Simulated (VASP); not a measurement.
# TaN (P6_3mc) in VASP: a series of runs, part 2 of 2

VASP 6.6.1.

## 4. Single point, PBEsol (strain +0.000 along x and y, -0.030 along z)

INCAR reads:

```
SYSTEM = TaN
  ALGO = Normal
  EDIFF = 1E-6
  ENCUT = 520
  GGA = PS
  ISIF = 2
  ISMEAR = 0
  LASPH = .True.
  LCHARG = .False.
  LREAL = .False.
  LWAVE = .False.
  NBANDS = 24
  NELM = 80
  PREC = Accurate
  SIGMA = 0.15
```

KPOINTS reads:

```
k-points
0
Gamma
  18 18 10
  0 0 0
```

POSCAR reads:

```
TaN
1.0
    3.0500010905      0.0000000000      0.0000000000
   -1.5250005453      2.6413784260      0.0000000000
    0.0000000000      0.0000000000      4.7918000000
Ta N
2 2
Direct
    0.3333333333      0.6666666667      0.0000000000
    0.6666666667      0.3333333333      0.5000000000
    0.3333333333      0.6666666667      0.3850000000
    0.6666666667      0.3333333333      0.8850000000
```

On the command line:

```
> cat potpaw_PBE.64/Ta_pv/POTCAR potpaw_PBE.64/N/POTCAR > POTCAR
> mpirun -np 1 vasp_std > vasp.out
```

Run time: 1.8 min. Hardware: 1 thread of AMD EPYC 9R45 (Zen 5), shared host; peak memory 0.26 GiB.

The run converged. Its results:

```
Free energy            : -39.8807 eV
Pressure               : 151.0 GPa
Largest force          : 0.662 eV/Å
Band gap on the k mesh : zero (bands 16 and 17 overlap by 2.91 eV)
```

Forces on the atoms (eV/Å):
```
Ta   0.000  0.000  0.662
Ta   0.000  0.000  0.662
N    0.000  0.000 -0.662
N    0.000  0.000 -0.662
```

Stress tensor (GPa, compression positive):
```
154.45   0.00   0.00
  0.00 154.45   0.00
  0.00   0.00 143.96
```

Levels at points of the mesh, in eV from the Fermi level:
| k point | band 13 | band 14 | band 15 | band 16 | band 17 | band 18 | band 19 | band 20 |
| --- | --- | --- | --- | --- | --- | --- | --- | --- |
| (0.00, 0.00, 0.00) | -7.99 | -7.30 | -1.14 | -1.14 | -0.25 | 2.07 | 2.69 | 2.69 |
| (0.50, 0.00, 0.00) | -6.22 | -5.21 | -2.55 | -1.01 | 0.33 | 1.24 | 2.16 | 3.76 |
| (0.00, 0.00, 0.50) | -8.68 | -8.68 | 1.21 | 1.21 | 1.21 | 1.21 | 1.88 | 1.88 |
| (0.50, 0.00, 0.50) | -6.66 | -6.66 | -0.36 | -0.36 | 2.22 | 2.22 | 2.24 | 2.24 |

Caveat: the cell differs from its parent crystal (strain +0.000 along x and y, -0.030 along z); the stress differs along the axes, from 144 to 154 GPa; the PAW data sets were made with another functional, which shifts forces and pressure a little; spin-orbit coupling is left out, which moves the levels of the heavy elements.

## 5. Single point, PBEsol (strain -0.015 along x and y, +0.000 along z)

INCAR reads:

```
PREC = Accurate
ENCUT = 520
EDIFF = 1E-6
ISMEAR = 0
SIGMA = 0.15
LREAL = False
LASPH = True
NELM = 80
ALGO = Normal
ISIF = 2
LWAVE = False
LCHARG = False
GGA = PS
NBANDS = 24
```

KPOINTS reads:

```
regular mesh
0
Gamma
  18 18 10
```

POSCAR reads:

```
TaN
1.0
    3.0042510742      0.0000000000      0.0000000000
   -1.5021255371      2.6017577496      0.0000000000
    0.0000000000      0.0000000000      4.9400000000
Ta N
2 2
Direct
    0.3333333333      0.6666666667      0.0000000000
    0.6666666667      0.3333333333      0.5000000000
    0.3333333333      0.6666666667      0.3850000000
    0.6666666667      0.3333333333      0.8850000000
```

On the command line:

```
> cat potpaw_PBE.64/Ta_pv/POTCAR potpaw_PBE.64/N/POTCAR > POTCAR
> mpirun -np 1 vasp_std > vasp.out
```

Wall time 1.9 min (1 thread of AMD EPYC 9R45 (Zen 5), shared host); peak memory 0.27 GiB.

Results (log left out):

- Free energy: -39.7062 eV
- Pressure: 153.5 GPa
- Largest force: 3.298 eV/Å
- Band gap on the k mesh: zero (bands 16 and 17 overlap by 2.98 eV)

Forces on the atoms (eV/Å):
```
Ta   0.000  0.000  3.298
Ta   0.000  0.000  3.298
N    0.000  0.000 -3.298
N    0.000  0.000 -3.298
```

Stress tensor (GPa, compression positive):
```
166.43   0.00   0.00
  0.00 166.43   0.00
  0.00   0.00 127.51
```

Levels at points of the mesh, in eV from the Fermi level:
```
           k point  band 14  band 15  band 16  band 17  band 18  band 19
(0.00, 0.00, 0.00)    -7.67    -0.79    -0.79    -0.25     2.35     2.77
(0.50, 0.00, 0.00)    -5.20    -2.44    -1.11     0.57     1.61     2.13
(0.00, 0.00, 0.50)    -8.65     1.25     1.25     1.25     1.25     1.99
(0.50, 0.00, 0.50)    -6.50    -0.48    -0.48     2.26     2.26     2.42
```

Caveat: the cell differs from its parent crystal (strain -0.015 along x and y, +0.000 along z); the stress differs along the axes, from 128 to 166 GPa; the PAW data sets were made with another functional, which shifts forces and pressure a little; spin-orbit coupling is left out, which moves the levels of the heavy elements.

## 6. Single point, PBEsol (strain +0.030 along x and y, -0.030 along z)

INCAR reads:

```
SYSTEM = TaN
ALGO = Normal
EDIFF = 1E-6
ENCUT = 700
GGA = PS
GGA_COMPAT = .False.
ISIF = 2
ISMEAR = 0
LASPH = .True.
LCHARG = .True.
LELF = .True.
LREAL = .False.
LVHAR = .True.
LWAVE = .False.
NBANDS = 26
NELM = 120
PREC = Accurate
SIGMA = 0.15
```

KPOINTS reads:

```
k-points
0
Gamma
  18 18 10
  0 0 0
```

POSCAR reads:

```
TaN
1.0
    3.1415011232      0.0000000000      0.0000000000
   -1.5707505617      2.7206197787      0.0000000000
    0.0000000000      0.0000000000      4.7918000000
Ta N
2 2
Direct
    0.3333333333      0.6666666667      0.0000000000
    0.6666666667      0.3333333333      0.5000000000
    0.3333333333      0.6666666667      0.3850000000
    0.6666666667      0.3333333333      0.8850000000
```

Potentials or basis: VASP PAW PBE potentials, release 64 (Ta_sv_GW, N).

On the command line:

```
> cat potpaw_PBE.64/Ta_sv_GW/POTCAR potpaw_PBE.64/N/POTCAR > POTCAR
> mpirun -np 1 vasp_std > vasp.out
```

OUTCAR:

```text
SYSTEM = TaN
   EDIFF = 1E-6
   ENCUT = 700
   GGA = PS
   ISIF = 2
   ISMEAR = 0
   LASPH = .True.
   LREAL = .False.
   NELM = 120
   PREC = Accurate

 ion  position               nearest neighbor table
   1  0.333  0.667  0.000-   3 1.84   4 1.90   4 1.90   4 1.90   2 3.00   2 3.00   2 3.00   2 3.00
                             2 3.00   2 3.00
   2  0.667  0.333  0.500-   4 1.84   3 1.90   3 1.90   3 1.90   1 3.00   1 3.00   1 3.00   1 3.00
                             1 3.00   1 3.00
[... 903 lines left out ...]
  --------------------------------------------------------------------------------------
  -------------------------------------------------------------------------------------
  Total       26.3979424     26.3979424     28.7575314     -0.0000000      0.0000000      0.0000000
  in kB     1032.7064876   1032.7064876   1125.0153081     -0.0000000      0.0000000      0.0000000
  external PRESSURE =    1063.4760944 kB  Pullay stress =       0.0000000 kB

 VOLUME and BASIS-vectors are now :
 -----------------------------------------------------------------------------
  energy-cutoff  :      700.00
  volume of cell :       40.95
      direct lattice vectors                 reciprocal lattice vectors
     3.141501123  0.000000000  0.000000000     0.318319160  0.183781653  0.000000000
    -1.570750562  2.720619779  0.000000000     0.000000000  0.367563306  0.000000000
     0.000000000  0.000000000  4.791800000     0.000000000  0.000000000  0.208689845

 POSITION                                       TOTAL-FORCE (eV/Angst)
 -----------------------------------------------------------------------------------
     -0.00000      1.81375      0.00000         0.000000     -0.000000     -0.853067
      1.57075      0.90687      2.39590        -0.000000      0.000000     -0.853067
     -0.00000      1.81375      1.84484        -0.000000      0.000000      0.853067
      1.57075      0.90687      4.24074         0.000000      0.000000      0.853067
 -----------------------------------------------------------------------------------
    total drift:                               -0.000001      0.000000     -0.001091

  FREE ENERGIE OF THE ION-ELECTRON SYSTEM (eV)
  ---------------------------------------------------
  free  energy   TOTEN  =       -46.9124360018 eV

  energy  without entropy=      -46.8941112027  energy(sigma->0) =      -46.90327360
```

OSZICAR:

```text
N       E                     dE             d eps       ncg     rms          rms(c)
DAV:   1     0.367673217136E+03    0.36767E+03   -0.26890E+04 11544   0.180E+03
DAV:   2    -0.292794213744E+02   -0.39695E+03   -0.38485E+03 14642   0.476E+02
DAV:   3    -0.542494571488E+02   -0.24970E+02   -0.24763E+02 15382   0.122E+02
DAV:   4    -0.551157208889E+02   -0.86626E+00   -0.86587E+00 15792   0.181E+01
DAV:   5    -0.551234682275E+02   -0.77473E-02   -0.77462E-02 15558   0.194E+00    0.107E+02
DAV:   6    -0.469409400015E+02    0.81825E+01   -0.30838E+01 13922   0.368E+01    0.113E+02
DAV:   7    -0.470264114905E+02   -0.85471E-01   -0.14106E+00 13160   0.845E+00    0.724E+01
DAV:   8    -0.469440893754E+02    0.82322E-01   -0.39523E-01 14262   0.441E+00    0.279E+01
DAV:   9    -0.469119026961E+02    0.32187E-01   -0.72330E-02 14326   0.192E+00    0.917E+00
DAV:  10    -0.469128398752E+02   -0.93718E-03   -0.48056E-03 15374   0.619E-01    0.283E+00
DAV:  11    -0.469124471577E+02    0.39272E-03   -0.10789E-03 15454   0.214E-01    0.760E-01
DAV:  12    -0.469124357651E+02    0.11393E-04   -0.15759E-04 13730   0.845E-02    0.724E-01
DAV:  13    -0.469124360018E+02   -0.23668E-06   -0.37340E-06 11884   0.166E-02
   1 F= -.46912436E+02 E0= -.46903274E+02  d E =-.183248E-01
```

stdout:

```text
POSCAR found type information on POSCAR TaN
 POSCAR found :  2 types and       4 ions
 scaLAPACK will be used
 -----------------------------------------------------------------------------
|                                                                             |
|                                                                             |
|     You enforced a specific xc type in the INCAR file but a different       |
|     I HOPE YOU KNOW WHAT YOU ARE DOING!                                     |
|                                                                             |
 -----------------------------------------------------------------------------

 LDA part: xc-table for (Slater+PW92), standard interpolation
 POSCAR, INCAR and KPOINTS ok, starting setup
 FFT: planning ... GRIDC
 FFT: planning ... GRID_SOFT
 FFT: planning ... GRID
 WAVECAR not read
 entering main loop
```

Run time: 3.4 min. Hardware: 1 thread of Intel Xeon Platinum 8488C (Sapphire Rapids), shared host; peak memory 0.44 GiB.

What came out:

```
Free energy            : -46.9124 eV
Pressure               : 106.3 GPa
Largest force          : 0.853 eV/Å
Band gap on the k mesh : zero (bands 18 and 19 overlap by 2.69 eV)
```

Forces on the atoms (eV/Å):
```
Ta   0.000  0.000 -0.853
Ta   0.000  0.000 -0.853
N    0.000  0.000  0.853
N    0.000  0.000  0.853
```

Caveat: the cell differs from its parent crystal (strain +0.030 along x and y, -0.030 along z); the stress differs along the axes, from 103 to 113 GPa; the PAW data sets were made with another functional, which shifts forces and pressure a little; spin-orbit coupling is left out, which moves the levels of the heavy elements.

## 7. Single point, PBEsol (strain +0.030 along x and y, +0.030 along z)

INCAR reads:

```
  PREC = Accurate
  ENCUT = 520
  EDIFF = 1E-6
  ISMEAR = 0
  SIGMA = 0.15
  LREAL = False
  LASPH = True
  NELM = 60
  ALGO = Normal
  ISIF = 2
  LWAVE = False
  LCHARG = True
  GGA = PS
  LELF = True
  LVHAR = True
  NBANDS = 24
```

KPOINTS reads:

```
Automatic mesh
0
Gamma
  18 18 10
```

Edit POSCAR of step 6 so:

```diff
@@ -4,3 +4,3 @@
    -1.5707505617      2.7206197787      0.0000000000
-    0.0000000000      0.0000000000      4.7918000000
+    0.0000000000      0.0000000000      5.0882000000
 Ta N
```

Potentials or basis: VASP PAW PBE potentials, release 64 (Ta_pv, N).

On the command line:

```
> cat potpaw_PBE.64/Ta_pv/POTCAR potpaw_PBE.64/N/POTCAR > POTCAR
> mpirun -np 1 vasp_std > vasp.out
```

It took 2.4 min on 1 thread of AMD EPYC 7R13 (Zen 3), shared host; peak memory 0.28 GiB.

Results (log left out):

```
Free energy            : -43.1358 eV
Pressure               : 73.9 GPa
Largest force          : 2.061 eV/Å
Band gap on the k mesh : zero (bands 16 and 17 overlap by 2.57 eV)
```

Forces in eV/Å, atoms in the order of the input:
```
Ta   0.000  0.000  2.061
Ta   0.000  0.000  2.061
N    0.000  0.000 -2.061
N    0.000  0.000 -2.061
```

Stress tensor (GPa, compression positive):
```
79.45  0.00  0.00
 0.00 79.45  0.00
 0.00  0.00 62.68
```

Levels at points of the mesh, in eV from the Fermi level:
```tsv
k point	band 13	band 14	band 15	band 16	band 17	band 18	band 19	band 20
(0.00, 0.00, 0.00)	-7.32	-7.32	-0.70	-0.70	-0.47	1.94	2.42	2.42
(0.50, 0.00, 0.00)	-6.00	-5.05	-2.31	-0.95	0.37	1.28	1.80	3.37
(0.00, 0.00, 0.50)	-7.82	-7.82	1.11	1.11	1.11	1.11	1.74	1.74
(0.50, 0.00, 0.50)	-6.13	-6.13	-0.47	-0.47	1.90	1.90	2.04	2.04
```

Caveat: the cell differs from its parent crystal (strain +0.030 along x and y, +0.030 along z); the stress differs along the axes, from 63 to 79 GPa; the PAW data sets were made with another functional, which shifts forces and pressure a little; spin-orbit coupling is left out, which moves the levels of the heavy elements.

## 8. Summary

```csv
potentials or basis,cell,cutoff (eV),gap on the mesh (eV),pressure (GPa),largest force (eV/Å)
"VASP PAW PBE potentials, release 64 (Ta_pv, N)","a = 2.959, b = 2.959, c = 5.014 Å, angles 90.0, 90.0, 120.0°, 4 atoms",520,none,169.4,5.05
"VASP PAW PBE potentials, release 64 (Ta_pv, N)","a = 2.959, b = 2.959, c = 5.088 Å, angles 90.0, 90.0, 120.0°, 4 atoms",520,none,158.9,5.63
"VASP PAW PBE potentials, release 64 (Ta_pv, N)","a = 3.050, b = 3.050, c = 4.792 Å, angles 90.0, 90.0, 120.0°, 4 atoms",520,none,151.0,0.66
"VASP PAW PBE potentials, release 64 (Ta_pv, N)","a = 3.004, b = 3.004, c = 4.940 Å, angles 90.0, 90.0, 120.0°, 4 atoms",520,none,153.5,3.30
"VASP PAW PBE potentials, release 64 (Ta_sv_GW, N)","a = 3.142, b = 3.142, c = 4.792 Å, angles 90.0, 90.0, 120.0°, 4 atoms",700,none,106.3,0.85
"VASP PAW PBE potentials, release 64 (Ta_pv, N)","a = 3.142, b = 3.142, c = 5.088 Å, angles 90.0, 90.0, 120.0°, 4 atoms",520,none,73.9,2.06
```

Alike in all rows: task single point; level PBEsol; no spin polarisation; k mesh 18 × 18 × 10; smearing gaussian 0.15 eV.

Caveats: the PAW data sets were made with another functional, which shifts forces and pressure a little; spin-orbit coupling is left out, which moves the levels of the heavy elements; the stress differs along the axes, from 130 to 189 GPa (at least some runs); the stress differs along the axes, from 116 to 181 GPa (at least some runs); the stress differs along the axes, from 144 to 154 GPa (at least some runs); the stress differs along the axes, from 128 to 166 GPa (at least some runs); the stress differs along the axes, from 103 to 113 GPa (at least some runs).

Absolute energies hang on the potentials; compare differences alone.
